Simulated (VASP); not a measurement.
# SiC (F-43m) in VASP: a series of runs, part 2 of 2

VASP 6.6.1. Earlier steps stand in the parts before.

### Step 5. Single point, HSE06

POSCAR reads:

```
SiC
1.0
    0.0000000000      2.1780523476      2.1780523476
    2.1780523476      0.0000000000      2.1780523476
    2.1780523476      2.1780523476      0.0000000000
Si C
1 1
Direct
    0.0000000000      0.0000000000      0.0000000000
    0.2500000000      0.2500000000      0.2500000000
```

INCAR.step1 reads:

```
SYSTEM = SiC
PREC = Accurate
ENCUT = 520
EDIFF = 1E-5
ISMEAR = 0
SIGMA = 0.01
LREAL = .FALSE.
LASPH = .TRUE.
NELM = 100
ALGO = Normal
ISIF = 2
LWAVE = .TRUE.
NBANDS = 11
GGA = PE
```

INCAR.step2 reads:

```
SYSTEM = SiC
PREC = Accurate
ENCUT = 520
EDIFF = 1E-6
ISMEAR = 0
SIGMA = 0.01
LREAL = .FALSE.
LASPH = .TRUE.
NELM = 100
ALGO = Normal
ISIF = 2
LWAVE = .FALSE.
LCHARG = .TRUE.
GGA = PE
LHFCALC = .TRUE.
HFSCREEN = 0.2079
PRECFOCK = Normal
LELF = .TRUE.
LVHAR = .TRUE.
NBANDS = 11
ISTART = 1
```

KPOINTS reads:

```
Automatic mesh
0
G
  6 6 6
  0 0 0
```

Potentials or basis: VASP PAW PBE potentials, release 64 (Si, C).

On the command line:

```console
$ cat potpaw_PBE.64/Si/POTCAR potpaw_PBE.64/C/POTCAR > POTCAR
$ cp INCAR.step1 INCAR
$ mpirun -np 1 vasp_std > vasp.out
$ cp INCAR.step2 INCAR
$ mpirun -np 1 vasp_std > vasp.out
```

OUTCAR:

```text
SYSTEM = SiC
   PREC = Accurate
   ENCUT = 520
   EDIFF = 1E-6
   ISMEAR = 0
   LREAL = .FALSE.
   LASPH = .TRUE.
   NELM = 100
   ISIF = 2
   GGA = PE
   LHFCALC = .TRUE.
   HFSCREEN = 0.2079
   PRECFOCK = Normal
   ISTART = 1

 ion  position               nearest neighbor table
   1  0.000  0.000  0.000-   2 1.89   2 1.89   2 1.89   2 1.89
   2  0.250  0.250  0.250-   1 1.89   1 1.89   1 1.89   1 1.89

  LATTYP: Found a face centered cubic cell.
 ALAT       =     4.3561046952

  Lattice vectors:

 A1 = (   0.0000000000,   2.1780523476,   2.1780523476)
 A2 = (   2.1780523476,   0.0000000000,   2.1780523476)
 A3 = (   2.1780523476,   2.1780523476,   0.0000000000)

Analysis of symmetry for initial positions (statically):
=====================================================================
 Subroutine PRICEL returns:
 Original cell was already a primitive cell.

 Routine SETGRP: Setting up the symmetry group for a
 face centered cubic supercell.

 Subroutine GETGRP returns: Found 24 space group operations
 (whereof 24 operations were pure point group operations)
 out of a pool of 48 trial point group operations.

The static configuration has the point symmetry T_d .

Analysis of symmetry for dynamics (positions and initial velocities):
=====================================================================
 Subroutine PRICEL returns:
 Original cell was already a primitive cell.

 Routine SETGRP: Setting up the symmetry group for a
 face centered cubic supercell.

 Subroutine GETGRP returns: Found 24 space group operations
 (whereof 24 operations were pure point group operations)
 out of a pool of 48 trial point group operations.

The dynamic configuration has the point symmetry T_d .

 Subroutine INISYM returns: Found 24 space group operations
 (whereof 24 operations are pure point group operations),
 and found     1 'primitive' translations

----------------------------------------------------------------------------------------

                                     Primitive cell

  volume of cell :      20.6650

  direct lattice vectors                    reciprocal lattice vectors
     0.000000000  2.178052348  2.178052348    -0.229562894  0.229562894  0.229562894
     2.178052348  0.000000000  2.178052348     0.229562894 -0.229562894  0.229562894
     2.178052348  2.178052348  0.000000000     0.229562894  0.229562894 -0.229562894

  length of vectors
     3.080231170  3.080231170  3.080231170     0.397614596  0.397614596  0.397614596

  position of ions in fractional coordinates (direct lattice)
     0.000000000  0.000000000  0.000000000
     0.250000000  0.250000000  0.250000000

  ion indices of the primitive-cell ions
   primitive index   ion index
                 1           1
                 2           2

----------------------------------------------------------------------------------------

 KPOINTS: Automatic mesh

Automatic generation of k-mesh.
 Grid dimensions read from file:
 generate k-points for:    6    6    6

 Generating k-lattice:

  Cartesian coordinates                     Fractional coordinates (reciprocal lattice)
    -0.038260482  0.038260482  0.038260482     0.166666667  0.000000000  0.000000000
[... 39 lines left out ...]
   NGXF,Y,Z  is equivalent  to a cutoff of  25.91, 25.91, 25.91 a.u.
 SYSTEM =  SiC
   PREC   = accura    normal or accurate (medium, high low for compatibility)
   ISTART =      1    job   : 0-new  1-cont  2-samecut
   ICHARG =      0    charge: 1-file 2-atom 10-const
   ISPIN  =      1    spin polarized calculation?
   LNONCOLLINEAR =      F non collinear calculations
   LSORBIT =      F    spin-orbit coupling
   LASPH  =      T    aspherical Exc in radial PAW
   ENCUT  =  520.0 eV  38.22 Ry    6.18 a.u.   5.73  5.73  5.73*2*pi/ulx,y,z
   NELM   =    100;   NELMIN=  2; NELMDL=  0     # of ELM steps
   EDIFF  = 0.1E-05   stopping-criterion for ELM
   LREAL  =      F    real-space projection
   EDIFFG = 0.1E-04   stopping-criterion for IOM
   NSW    =      0    number of steps for IOM
   IBRION =     -1    ionic relax: 0-MD 1-quasi-New 2-CG
   NFREE  =      0    steps in history (QN), initial steepest desc. (CG)
   ISIF   =      2    stress and relaxation
   ISYM   =      3    0-nonsym 1-usesym 2-fastsym
   POTIM  = 0.5000    time-step for ionic-motion
   TEBEG  =    0.0;   TEEND  =   0.0 temperature during run
   PSTRESS=    0.0 pullay stress
   NELECT =       8.0000    total number of electrons
   NUPDOWN=      -1.0000    fix difference up-down
   EMIN   =  10.00;   EMAX   =-10.00  energy-range for DOS
   EFERMI =   0.00;   METHOD = LEGACY
   ISMEAR =     0;   SIGMA  =   0.01  broadening in eV -4-tet -1-fermi 0-gaus
   EFERMI_NEDOS =   21; number of points for ismear=-14 and -15
   IALGO  =     38    algorithm
   IMIX   =      1    mixing-type and parameters
     AMIX     =   0.40;   BMIX     =  1.00
     AMIX_MAG =   1.60;   BMIX_MAG =  1.00
  volume/ion in A,a.u.               =      10.33        69.73
  Fermi-wavevector in a.u.,A,eV,Ry     =   1.193145  2.254717 19.369182  1.423595
  Thomas-Fermi vector in A             =   2.329166
   LORBIT       =      0    0 simple, 1 ext, 2 COOP (PROOUT), +10 PAW based schemes
   GGA     = PE    functional components
   LHFCALC =     T    Hartree Fock is set to
   PRECFOCK=normal    Normal, Fast or Accurate (Low or Medium for compatibility)
   ENCUT4O =  -1.0   cutoff for four orbital integrals eV
   NKREDX  =     1    reduce k-point grid by
   NKREDY  =     1    reduce k-point grid by
   NKREDZ  =     1    reduce k-point grid by
   AEXX    =    0.2500 exact exchange contribution
   HFSCREEN=    0.2079 screening length (either q_TF or 0.3 A-1)
   HFSCREENC=   0.2079 screening length for correlation (either q_TF or 0.3 A-1)
   ENCUTFOCK=  -1.0 apply spherical cutoff to Coloumb kernel
   IVDW    =     0    specifies the selected vdW correction
   LEPSILON=     F    determine dielectric tensor
   LRPA    =     F    only Hartree local field effects (RPA)
 non-spin polarized calculation
 Gauss-broadening in eV      SIGMA  =   0.01
  energy-cutoff  :      520.00
  volume of cell :       20.66
 maximum number of plane-waves:       568
  NGX = 18; NGY = 18; NGZ = 18

 number of electron       8.0000001 magnetization

 Free energy of the ion-electron system (eV)
  ---------------------------------------------------
  ext. energy  EPLUGINS =         0.00000000
  ---------------------------------------------------
  free energy    TOTEN  =       -17.41532236 eV

  energy without entropy =      -17.41532236  energy(sigma->0) =      -17.41532236

 E-fermi :   7.5683     XC(G=0):  -9.3603

 val. band max:        7.5088956347   @ k =   0.0000   0.0000   0.0000
 cond. band min:       9.7399296628   @ k =   0.5000   0.5000   0.0000
 fundamental gap:      2.2310340281
 Fermi energy:         7.5682558463

 k-point     1 :       0.0000    0.0000    0.0000
  band No.  band energies     occupation
      1      -9.4874      2.00000
      2       7.5089      2.00000
      3       7.5089      2.00000
      4       7.5089      2.00000
      5      15.0613      0.00000
      6      16.1028      0.00000
      7      16.1028      0.00000
      8      16.1028      0.00000
      9      23.5956      0.00000
     10      23.5956      0.00000
     11      25.5040      0.00000
[... 197 lines left out ...]
 k-point    16 :      -0.3333    0.5000    0.1667
  band No.  band energies     occupation
      1      -3.8913      2.00000
      2      -0.4699      2.00000
      3       2.5868      2.00000
      4       2.7745      2.00000
      5      12.5350      0.00000
      6      15.8434      0.00000
      7      19.9350      0.00000
      8      21.3824      0.00000
      9      23.6246      0.00000
     10      27.0837      0.00000
     11      30.7123      0.00000

------------------------ aborting loop because EDIFF is reached ----------------------------------------

  FORCE on cell =-STRESS in cart. coord.  units (eV):
  Direction    XX          YY          ZZ          XY          YZ          ZX
  --------------------------------------------------------------------------------------
  -------------------------------------------------------------------------------------
  Total       -0.1911468     -0.1911468     -0.1911468      0.0000000     -0.0000000      0.0000000
  in kB      -14.8198087    -14.8198087    -14.8198087      0.0000000     -0.0000000      0.0000000
  external PRESSURE =     -14.8198087 kB  Pullay stress =       0.0000000 kB

 VOLUME and BASIS-vectors are now :
 -----------------------------------------------------------------------------
  energy-cutoff  :      520.00
  volume of cell :       20.66
      direct lattice vectors                 reciprocal lattice vectors
     0.000000000  2.178052348  2.178052348    -0.229562894  0.229562894  0.229562894
     2.178052348  0.000000000  2.178052348     0.229562894 -0.229562894  0.229562894
     2.178052348  2.178052348  0.000000000     0.229562894  0.229562894 -0.229562894

 POSITION                                       TOTAL-FORCE (eV/Angst)
 -----------------------------------------------------------------------------------
      0.00000      0.00000      0.00000         0.000000      0.000000      0.000000
      1.08903      1.08903      1.08903        -0.000000     -0.000000     -0.000000
 -----------------------------------------------------------------------------------
    total drift:                                0.000000      0.000000      0.000000

  FREE ENERGIE OF THE ION-ELECTRON SYSTEM (eV)
  ---------------------------------------------------
  free  energy   TOTEN  =       -17.4153223559 eV

  energy  without entropy=      -17.4153223559  energy(sigma->0) =      -17.41532236
```

Wall time 8.9 min (1 thread of Intel Xeon 8259CL, shared host); peak memory 0.24 GiB.

What came out:

```
Free energy            : -17.4153 eV
Pressure               : -1.5 GPa
Band gap on the k mesh : 2.23 eV (least direct gap 5.73 eV)
```

Levels at points of the mesh, in eV from the valence-band top:
| k point | band 2 | band 3 | band 4 | band 5 | band 6 | band 7 |
| --- | --- | --- | --- | --- | --- | --- |
| (0.00, 0.00, 0.00) | 0.00 | 0.00 | 0.00 | 7.55 | 8.59 | 8.59 |
| (0.50, 0.00, 0.00) | -9.36 | -1.16 | -1.16 | 6.65 | 8.48 | 8.48 |
| (0.50, 0.50, 0.00) | -8.54 | -3.50 | -3.50 | 2.23 | 5.38 | 15.95 |

Caveat: the PAW data sets were made with another functional, which shifts forces and pressure a little.

### Step 6. Summary

| level | k mesh | grid for exact exchange (PRECFOCK) | share of exact exchange | screening parameter | gap on the mesh (eV) | pressure (GPa) |
| --- | --- | --- | --- | --- | --- | --- |
| PBE | 8 × 8 × 8 | - | - | - | 1.35 | 3.5 |
| r2SCAN | 8 × 8 × 8 | - | - | - | 1.72 | -0.1 |
| HSE06 | 6 × 6 × 6 | Normal | 0.25 | 0.2079 1/Å | 2.23 | -1.5 |

Alike in all rows: task single point; potentials or basis VASP PAW PBE potentials, release 64 (Si, C); no spin polarisation; cell as given; cutoff (eV) 520; smearing gaussian 0.01 eV.

On the cell as given the gap runs from 1.35 eV (PBE) to 2.23 eV (HSE06); the meshes differ, which moves gaps too. The pressure there spans -1.5 GPa (HSE06) to 3.5 GPa (PBE); a positive pressure means that this level wants a larger cell, a negative one a smaller.

Caveats: the PAW data sets were made with another functional, which shifts forces and pressure a little (at least some runs); the cell stands under pressure (at least some runs).

Total energies depend on the potentials used, so only differences within one code and one set of settings carry meaning.
